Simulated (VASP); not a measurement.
# Rh (I4_1/amd) in VASP: relaxation of cell and atoms with BLYP

Aim: the relaxation of cell and atoms of Rh with BLYP.

Program: VASP 6.6.1. These are calculated values, not measurements. Logs are shortened: lines on timing, memory, paths and dates and some standing lists are left out, and cuts for length are marked.

### Step 1. The cell of the first run

Symmetry: I4_1/amd, No. 141, tetragonal system. The conventional cell has a = 4.729 Å, b = 4.729 Å, c = 2.582 Å, α = 90.00°, β = 90.00°, γ = 90.00°. Within 3.2 Å of Rh (site symmetry -4m2) lie 10 Rh at 2.45 to 3.06 Å.

### Step 2. Relaxation of cell and atoms, BLYP

Contents of INCAR:

```
AGGAC = 1.0
AGGAX = 1.0
ALDAC = 0.0
ALDAX = 1.0
ALGO = Normal
EDIFF = 1E-7
EDIFFG = -0.01
ENCUT = 600
GGA = B5
IBRION = 2
ISIF = 3
ISMEAR = -1
ISYM = 0
KPAR = 4
LASPH = True
LCHARG = False
LREAL = False
LWAVE = False
NELM = 80
NSW = 80
PREC = Accurate
SIGMA = 0.1
```

Contents of KPOINTS:

```
k-points
0
Gamma
  14 14 9
```

Contents of POSCAR:

```
Rh
1.0
   -2.3646850272      2.3646850272      1.2911180249
    2.3646850272     -2.3646850272      1.2911180249
    2.3646850272      2.3646850272     -1.2911180249
Rh
2
Direct
    0.0000000000      0.0000000000      0.0000000000
    0.7500000000      0.2500000000      0.5000000000
```

Potentials or basis: VASP PAW PBE potentials, release 64 (Rh_pv).

Launch:

```console
$ cat potpaw_PBE.64/Rh_pv/POTCAR > POTCAR
$ mpirun -np 4 vasp_std > vasp.out
```

OUTCAR:

```text
EDIFF = 1E-7
   EDIFFG = -0.01
   ENCUT = 600
   GGA = B5
   IBRION = 2
   ISIF = 3
   ISMEAR = -1
   ISYM = 0
   LASPH = True
   LREAL = False
   NELM = 80
   NSW = 80
   PREC = Accurate

 ion  position               nearest neighbor table
   1  0.000  0.000  0.000-   2 2.45   2 2.45   2 2.45   2 2.45   2 3.06   2 3.06   2 3.06   2 3.06

   2  0.750  0.250  0.500-   1 2.45   1 2.45   1 2.45   1 2.45   1 3.06   1 3.06   1 3.06   1 3.06

IMPORTANT INFORMATION: All symmetrisations will be switched off!
NOSYMM: (Re-)initialisation of all symmetry stuff for point group C_1.

----------------------------------------------------------------------------------------

                                     Primitive cell

  volume of cell :      28.8784

  direct lattice vectors                    reciprocal lattice vectors
    -2.364685027  2.364685027  1.291118025     0.000000000  0.211444651  0.387261265
     2.364685027 -2.364685027  1.291118025     0.211444651  0.000000000  0.387261265
     2.364685027  2.364685027 -1.291118025     0.211444651  0.211444651  0.000000000

  length of vectors
     3.584753312  3.584753312  3.584753312     0.441225711  0.441225711  0.299027893

  position of ions in fractional coordinates (direct lattice)
     0.000000000  0.000000000  0.000000000
     0.750000000  0.250000000  0.500000000

  ion indices of the primitive-cell ions
   primitive index   ion index
                 1           1
                 2           2

----------------------------------------------------------------------------------------

 KPOINTS: k-points

Automatic generation of k-mesh.
 Grid dimensions read from file:
 generate k-points for:   14   14    9

 Generating k-lattice:

  Cartesian coordinates                     Fractional coordinates (reciprocal lattice)
     0.000000000  0.015103189  0.027661519     0.071428571  0.000000000  0.000000000
     0.015103189  0.000000000  0.027661519     0.000000000  0.071428571  0.000000000
     0.023493850  0.023493850  0.000000000     0.000000000  0.000000000  0.111111111

  Length of vectors
     0.031516122  0.031516122  0.033225321

  Shift w.r.t. Gamma in fractional coordinates (k-lattice)
     0.000000000  0.000000000  0.000000000

 -----------------------------------------------------------------------------
|                                                                             |
|           W    W    AA    RRRRR   N    N  II  N    N   GGGG   !!!           |
|           W    W   A  A   R    R  NN   N  II  NN   N  G    G  !!!           |
|           W    W  A    A  R    R  N N  N  II  N N  N  G       !!!           |
|           W WW W  AAAAAA  RRRRR   N  N N  II  N  N N  G  GGG   !            |
|           WW  WW  A    A  R   R   N   NN  II  N   NN  G    G                |
|           W    W  A    A  R    R  N    N  II  N    N   GGGG   !!!           |
|                                                                             |
|     Your reciprocal lattice and k-lattice belong to different lattice       |
|     classes:                                                                |
|                                                                             |
|        The reciprocal lattice is body-centered tetragonal,                  |
|        whereas your k-lattice is base-centered monoclinic.                  |
|                                                                             |
|     Results are often still useful ...                                      |
|                                                                             |
 -----------------------------------------------------------------------------

 WARNING: IBZKPT: internal override: KBLOWUP is changed to .FALSE.
      ... skipping the blow-up phase ...

 Subroutine IBZKPT returns following result:
 ===========================================

 Found    884 irreducible k-points:

 Following reciprocal coordinates:
            Coordinates               Weight
  0.000000  0.000000  0.000000      1.000000
  0.071429  0.000000  0.000000      2.000000
  0.142857  0.000000  0.000000      2.000000
  0.214286  0.000000  0.000000      2.000000
  0.285714  0.000000 -0.000000      2.000000
  0.357143  0.000000 -0.000000      2.000000
[... 16 lines left out ...]
  0.000000  0.142857  0.000000      2.000000
  0.071429  0.142857  0.000000      2.000000
 [... further k-points ...]
   k-points           NKPTS =    884   k-points in BZ     NKDIM =    884   number of bands    NBANDS=     19
   number of dos      NEDOS =    301   number of ions     NIONS =      2
   total plane-waves  NPLWV =  27000
   dimension x,y,z NGX =    30 NGY =   30 NGZ =   30
   dimension x,y,z NGXF=    60 NGYF=   60 NGZF=   60
   ions per type =               2
   NGX,Y,Z   is equivalent  to a cutoff of  13.91, 13.91, 13.91 a.u.
   NGXF,Y,Z  is equivalent  to a cutoff of  27.83, 27.83, 27.83 a.u.
 SYSTEM =  unknown system
   PREC   = accura    normal or accurate (medium, high low for compatibility)
   ISTART =      0    job   : 0-new  1-cont  2-samecut
   ICHARG =      2    charge: 1-file 2-atom 10-const
   ISPIN  =      1    spin polarized calculation?
   LNONCOLLINEAR =      F non collinear calculations
   LSORBIT =      F    spin-orbit coupling
   LASPH  =      T    aspherical Exc in radial PAW
   ENCUT  =  600.0 eV  44.10 Ry    6.64 a.u.   7.16  7.16  7.16*2*pi/ulx,y,z
   NELM   =     80;   NELMIN=  2; NELMDL= -5     # of ELM steps
   EDIFF  = 0.1E-06   stopping-criterion for ELM
   LREAL  =      F    real-space projection
   EDIFFG = -.1E-01   stopping-criterion for IOM
   NSW    =     80    number of steps for IOM
   IBRION =      2    ionic relax: 0-MD 1-quasi-New 2-CG
   NFREE  =      1    steps in history (QN), initial steepest desc. (CG)
   ISIF   =      3    stress and relaxation
   ISYM   =      0    0-nonsym 1-usesym 2-fastsym
   POTIM  = 0.5000    time-step for ionic-motion
   TEBEG  =    0.0;   TEEND  =   0.0 temperature during run
   PSTRESS=    0.0 pullay stress
   NELECT =      30.0000    total number of electrons
   NUPDOWN=      -1.0000    fix difference up-down
   EMIN   =  10.00;   EMAX   =-10.00  energy-range for DOS
   EFERMI =   0.00;   METHOD = LEGACY
   ISMEAR =    -1;   SIGMA  =   0.10  broadening in eV -4-tet -1-fermi 0-gaus
   EFERMI_NEDOS =   21; number of points for ismear=-14 and -15
   IALGO  =     38    algorithm
   IMIX   =      4    mixing-type and parameters
     AMIX     =   0.40;   BMIX     =  1.00
     AMIX_MAG =   1.60;   BMIX_MAG =  1.00
  volume/ion in A,a.u.               =      14.44        97.44
  Fermi-wavevector in a.u.,A,eV,Ry     =   1.658025  3.133213 37.403053  2.749047
  Thomas-Fermi vector in A             =   2.745677
   LORBIT       =      0    0 simple, 1 ext, 2 COOP (PROOUT), +10 PAW based schemes
   GGA     = B5    functional components
   LHFCALC =     F    Hartree Fock is set to
   AEXX    =    0.0000 exact exchange contribution
   IVDW    =     0    specifies the selected vdW correction
   LEPSILON=     F    determine dielectric tensor
   LRPA    =     F    only Hartree local field effects (RPA)
 conjugate gradient relaxation of ions
 non-spin polarized calculation
  energy-cutoff  :      600.00
  volume of cell :       28.88
 maximum number of plane-waves:       978
 NGX is ok and might be reduce to    30
   NGX = 15   NGY = 15   NGZ = 15

--------------------------------------- Ionic step        1  -------------------------------------------

 number of electron      29.9999997 magnetization

 Free energy of the ion-electron system (eV)
  ---------------------------------------------------
  ext. energy  EPLUGINS =         0.00000000
  ---------------------------------------------------
  free energy    TOTEN  =       -11.20783673 eV

  energy without entropy =      -11.11466442  energy(sigma->0) =      -11.16125058

 E-fermi :  11.6153     XC(G=0): -12.9599

 val. band max:       11.6142571034   @ k =  -0.0714  -0.2857   0.1111
 cond. band min:      11.6162358843   @ k =   0.5000   0.2143   0.1111
 fundamental gap:      0.0019787809
 Fermi energy:        11.6153210399

 k-point     1 :       0.0000    0.0000    0.0000
  band No.  band energies     occupation
      1     -35.1666      2.00000
      2     -35.1665      2.00000
      3     -34.3904      2.00000
      4     -34.3774      2.00000
      5     -34.3547      2.00000
      6     -34.3546      2.00000
[... 11 lines left out ...]
     18      18.5680      0.00000
     19      18.5680      0.00000
[... 485 lines left out ...]
 k-point    24 :       0.0714    0.1429    0.0000
  band No.  band energies     occupation
      1     -35.1324      2.00000
      2     -35.1022      2.00000
      3     -34.6258      2.00000
      4     -34.6123      2.00000
      5     -34.3753      2.00000
      6     -34.3471      2.00000
[... 11 lines left out ...]
     18      20.2071      0.00000
     19      21.5159      0.00000

 [... further k-points ...]
[... 5 lines left out ...]
  --------------------------------------------------------------------------------------
  -------------------------------------------------------------------------------------
  Total        5.2201348      5.2201344      7.0439768      0.0026176      0.0006819      0.0006820
  in kB      289.6141419    289.6141154    390.8012676      0.1452248      0.0378307      0.0378370
  external PRESSURE =     323.3431750 kB  Pullay stress =       0.0000000 kB

 VOLUME and BASIS-vectors are now :
 -----------------------------------------------------------------------------
  energy-cutoff  :      600.00
  volume of cell :       28.88
      direct lattice vectors                 reciprocal lattice vectors
    -2.364685027  2.364685027  1.291118025     0.000000000  0.211444651  0.387261265
     2.364685027 -2.364685027  1.291118025     0.211444651  0.000000000  0.387261265
     2.364685027  2.364685027 -1.291118025     0.211444651  0.211444651  0.000000000
[... 253 lines left out ...]
 POSITION                                       TOTAL-FORCE (eV/Angst)
 -----------------------------------------------------------------------------------
      2.44209     -2.44201      1.39038        -0.000097      0.000097      0.000000
      0.00032      2.44235      0.69527         0.000097     -0.000097     -0.000000
 -----------------------------------------------------------------------------------
    total drift:                                0.000000     -0.000000     -0.000000

  FREE ENERGIE OF THE ION-ELECTRON SYSTEM (eV)
  ---------------------------------------------------
  free  energy   TOTEN  =       -11.5964053085 eV

  energy  without entropy=      -11.4882556334  energy(sigma->0) =      -11.54233047

--------------------------------------- Ionic step        9  -------------------------------------------

 number of electron      30.0000009 magnetization

 Free energy of the ion-electron system (eV)
  ---------------------------------------------------
  ext. energy  EPLUGINS =         0.00000000
  ---------------------------------------------------
  free energy    TOTEN  =       -11.59650287 eV

  energy without entropy =      -11.48866827  energy(sigma->0) =      -11.54258557

 E-fermi :   9.4132     XC(G=0): -12.1378

 val. band max:        9.4112360278   @ k =   0.0714  -0.2857   0.3333
 cond. band min:       9.4132296479   @ k =  -0.3571  -0.1429   0.3333
 fundamental gap:      0.0019936201
 Fermi energy:         9.4131543500

 k-point     1 :       0.0000    0.0000    0.0000
  band No.  band energies     occupation
      1     -36.9713      2.00000
      2     -36.9710      2.00000
      3     -36.4357      2.00000
      4     -36.4227      2.00000
      5     -36.3975      2.00000
      6     -36.3974      2.00000
[... 11 lines left out ...]
     18      16.2418      0.00000
     19      16.2465      0.00000
[... 485 lines left out ...]
 k-point    24 :       0.0714    0.1429    0.0000
  band No.  band energies     occupation
      1     -36.9559      2.00000
      2     -36.9342      2.00000
      3     -36.5518      2.00000
      4     -36.5362      2.00000
      5     -36.4113      2.00000
      6     -36.3925      2.00000
[... 11 lines left out ...]
     18      17.2688      0.00000
     19      18.5131      0.00000

 [... further k-points ...]
[... 5 lines left out ...]
  --------------------------------------------------------------------------------------
  -------------------------------------------------------------------------------------
  Total       -0.0046743     -0.0046744     -0.0024224      0.0015812      0.0005461      0.0005461
  in kB       -0.2262771     -0.2262786     -0.1172665      0.0765448      0.0264381      0.0264352
  external PRESSURE =      -0.1899407 kB  Pullay stress =       0.0000000 kB

 VOLUME and BASIS-vectors are now :
 -----------------------------------------------------------------------------
  energy-cutoff  :      600.00
  volume of cell :       33.10
      direct lattice vectors                 reciprocal lattice vectors
    -2.440543650  2.440615356  1.388869146    -0.000028752  0.204840624  0.359999831
     2.440615354 -2.440543646  1.388869140     0.204840624 -0.000028752  0.359999831
     2.441000619  2.441000618 -1.388739278     0.204831024  0.204831024 -0.000010575

 POSITION                                       TOTAL-FORCE (eV/Angst)
 -----------------------------------------------------------------------------------
      2.44059     -2.44052      1.38887        -0.000019      0.000019      0.000000
      0.00027      2.44080      0.69450         0.000019     -0.000019     -0.000000
 -----------------------------------------------------------------------------------
    total drift:                               -0.000000      0.000000     -0.000000

  FREE ENERGIE OF THE ION-ELECTRON SYSTEM (eV)
  ---------------------------------------------------
  free  energy   TOTEN  =       -11.5965028685 eV

  energy  without entropy=      -11.4886682667  energy(sigma->0) =      -11.54258557

 reached required accuracy - stopping structural energy minimisation
```

Run time: 29 min. Hardware: 4 MPI ranks of Oxide Virtual Turin-like, shared host; peak memory 0.56 GiB.

Results:

| Quantity | Value |
| --- | --- |
| Free energy | -11.5965 eV |
| Relaxed volume | 16.55 Å³/atom |
| Relaxed cell | a = 3.720 Å, b = 3.720 Å, c = 3.721 Å, α = 98.01°, β = 98.01°, γ = 136.16° |
| Space group after relaxing (to 0.1 Å) | I4_1/amd (No. 141) |
| Energy gained by relaxing | 194.3 meV/atom |
| Ionic steps | 9 |
| Pressure after relaxing | 0.0 GPa |
| Band gap on the k mesh | zero (bands 15 and 16 overlap by 1.76 eV) |

The path:
| step | energy change (eV) | largest force (eV/Å) | pressure (GPa) | volume (Å³) |
| --- | --- | --- | --- | --- |
| 1 | 0.0000 | 0.0010 | 32.33 | 28.88 |
| 2 | 0.4913 | 0.0001 | -21.98 | 42.83 |
| 3 | -0.3762 | 0.0002 | -2.26 | 33.49 |
| 4 | -0.3784 | 0.0002 | -0.80 | 33.19 |
| 5 | -0.3785 | 0.0002 | -0.35 | 33.10 |
| 6 | -0.3884 | 0.0000 | 0.24 | 33.03 |
| 7 | -0.3886 | 0.0001 | 0.35 | 33.02 |
| 8 | -0.3886 | 0.0001 | -0.40 | 33.17 |
| 9 | -0.3887 | 0.0000 | -0.02 | 33.10 |

Final structure:
```
Rh
1.0
    -2.44054    2.44062    1.38887
     2.44062   -2.44054    1.38887
     2.44100    2.44100   -1.38874
Rh
2
Direct
  0.00000 0.00000 0.00000
  0.75000 0.25000 0.50000
```

Caveat: the PAW data sets were made with another functional, which shifts forces and pressure a little.
